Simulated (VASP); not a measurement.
## Cd2Se3S: relaxation of cell and atoms with PBE

The system is Cd2Se3S.

```xyz
6
Lattice="3.7132 0.0000 0.0000 0.0000 3.7132 0.0000 0.0000 0.0000 10.4350" Properties=species:S:1:pos:R:3 pbc="T T T"
Cd    0.0000    1.8566    7.3910
Cd    1.8566    0.0000    3.0440
Se    1.8566    1.8566    0.0000
Se    0.0000    1.8566    3.7403
Se    1.8566    0.0000    6.6947
S     0.0000    0.0000    0.0000
```

The cell was built from a structure type or drawn by symmetry, and may not be a known phase.

```yaml
Program: VASP 6.6.1
Task: relaxation of cell and atoms
Functional: PBE
Potentials_or_basis: VASP PAW PBE potentials, release 64 (Cd, Se, S)
Cutoff: 600 eV
k_mesh: 6 × 6 × 2
Occupations: gaussian, width 0.1 eV
Spin: no spin polarisation
Dipole_correction: no
Further_INCAR_settings: ALGO = Normal; EDIFF = 1e-06; IBRION = 2; EDIFFG = -0.04; NSW = 90; ISIF = 3
```

```yaml
Relaxed_volume: 27.21 Å³/atom
Relaxed_cell: a = 3.796 Å, b = 3.796 Å, c = 11.328 Å, α = 90.00°, β = 90.00°, γ = 90.00°
Space_group_after_relaxing_to_0.1_Å: P-4m2 (No. 115)
Energy_gained_by_relaxing: 71.5 meV/atom
Ionic_steps: 38
Pressure_after_relaxing: 0.0 GPa
Largest_force_after_relaxing: 0.038 eV/Å
Band_gap_on_the_k_mesh: zero (bands 24 and 25 overlap by 0.78 eV)
```

Forces in eV/Å, atoms in the order of the input:
```
Cd   0.000  0.000 -0.038
Cd   0.000  0.000  0.038
Se   0.000  0.000  0.000
Se   0.000  0.000 -0.010
Se   0.000  0.000  0.010
S    0.000  0.000  0.000
```

The path:
| step | energy change (eV) | largest force (eV/Å) | pressure (GPa) | volume (Å³) |
| --- | --- | --- | --- | --- |
| 1 | 0.0000 | 0.0403 | 0.99 | 143.87 |
| 2 | -0.0055 | 0.1066 | -0.38 | 146.99 |
| 3 | -0.0070 | 0.0868 | 0.04 | 145.99 |
| 4 | -0.0084 | 0.0817 | 0.03 | 146.34 |
| 5 | -0.0116 | 0.0703 | 0.01 | 147.38 |
| 6 | -0.0138 | 0.0494 | 0.00 | 149.45 |
| 7 | -0.0153 | 0.0552 | -0.17 | 150.02 |
| 8 | -0.0159 | 0.0610 | -0.32 | 150.53 |
| 9 | -0.0165 | 0.0586 | -0.28 | 150.44 |
| 10 | -0.0182 | 0.0493 | -0.13 | 150.19 |
| 11 | -0.0200 | 0.0567 | 0.15 | 149.69 |
| 12 | -0.0202 | 0.0722 | 0.28 | 149.46 |
| 13 | -0.0208 | 0.0775 | 0.26 | 149.49 |
| 14 | -0.0227 | 0.0924 | 0.22 | 149.58 |
| 15 | -0.0265 | 0.1187 | 0.12 | 149.76 |
| 16 | -0.0373 | 0.1605 | -0.13 | 150.11 |
| 17 | -0.0834 | 0.2693 | -0.76 | 150.74 |
| 18 | -0.2094 | 0.2657 | -1.88 | 151.78 |
| 19 | -0.2069 | 0.1799 | -1.90 | 151.90 |
| 20 | -0.2097 | 0.2439 | -1.89 | 151.82 |
| 21 | -0.2057 | 0.1757 | 3.77 | 141.68 |
| 22 | -0.2768 | 0.1985 | 0.62 | 146.65 |
| 23 | -0.2990 | 0.2396 | 0.41 | 148.58 |
| 24 | -0.3282 | 0.3216 | -0.03 | 154.33 |
| 25 | -0.3538 | 0.2909 | -0.25 | 155.95 |
| 26 | -0.3966 | 0.1300 | -0.74 | 160.36 |
| 27 | -0.3995 | 0.0506 | -0.86 | 162.23 |
| 28 | -0.4080 | 0.1020 | -0.51 | 162.03 |
| 29 | -0.4136 | 0.1913 | 0.09 | 161.69 |
| 30 | -0.4190 | 0.1583 | 0.14 | 161.82 |
| 31 | -0.4270 | 0.0715 | 0.28 | 162.19 |
| 32 | -0.4272 | 0.0586 | 0.31 | 162.25 |
| 33 | -0.4284 | 0.0544 | 0.02 | 163.16 |
| 34 | -0.4284 | 0.0571 | -0.07 | 163.39 |
| 35 | -0.4284 | 0.0565 | -0.05 | 163.32 |
| 36 | -0.4284 | 0.0557 | -0.03 | 163.25 |
| 37 | -0.4287 | 0.0518 | -0.02 | 163.25 |
| 38 | -0.4293 | 0.0384 | -0.01 | 163.25 |

Final structure:
```yaml
crystal:
  lattice:
    - [3.79631, 0.00000, 0.00000]
    - [0.00000, 3.79631, 0.00000]
    - [0.00000, 0.00000, 11.32770]
  atoms:
    - { symbol: Cd, position: [0.00000, 0.50000, 0.60047] }
    - { symbol: Cd, position: [0.50000, 0.00000, 0.39953] }
    - { symbol: Se, position: [0.50000, 0.50000, 0.00000] }
    - { symbol: Se, position: [0.00000, 0.50000, 0.34903] }
    - { symbol: Se, position: [0.50000, 0.00000, 0.65097] }
    - { symbol: S, position: [0.00000, 0.00000, 0.00000] }
```

Levels at points of the mesh, in eV from the Fermi level:
```
           k point  band 20  band 21  band 22  band 23  band 24  band 25  band 26  band 27  band 28
(0.00, 0.00, 0.00)    -1.84    -1.13    -1.13    -0.99     0.52     0.71     1.05     3.25     3.25
(0.50, 0.00, 0.00)    -1.45    -1.25    -1.05    -0.99    -0.69     0.01     0.01     3.26     3.29
(0.50, 0.50, 0.00)    -3.22    -2.24    -2.24    -1.04    -0.71     0.30     0.30     4.65     4.65
(0.00, 0.00, 0.50)    -1.84    -1.23    -1.12    -1.12     0.53     0.88     1.08     3.25     3.25
(0.50, 0.00, 0.50)    -1.26    -1.07    -1.05    -0.99    -0.70     0.01     0.01     3.11     3.12
(0.50, 0.50, 0.50)    -3.21    -2.23    -2.23    -1.05    -0.73     0.27     0.27     4.65     4.65
```

Run time: 17 min on 1 thread of Intel(R) Xeon(R) 6975P-C (Granite Rapids), with other jobs on the host, peak memory 0.33 GiB.

Caveat: semilocal functionals underestimate gaps, so a narrow gap can read as zero.
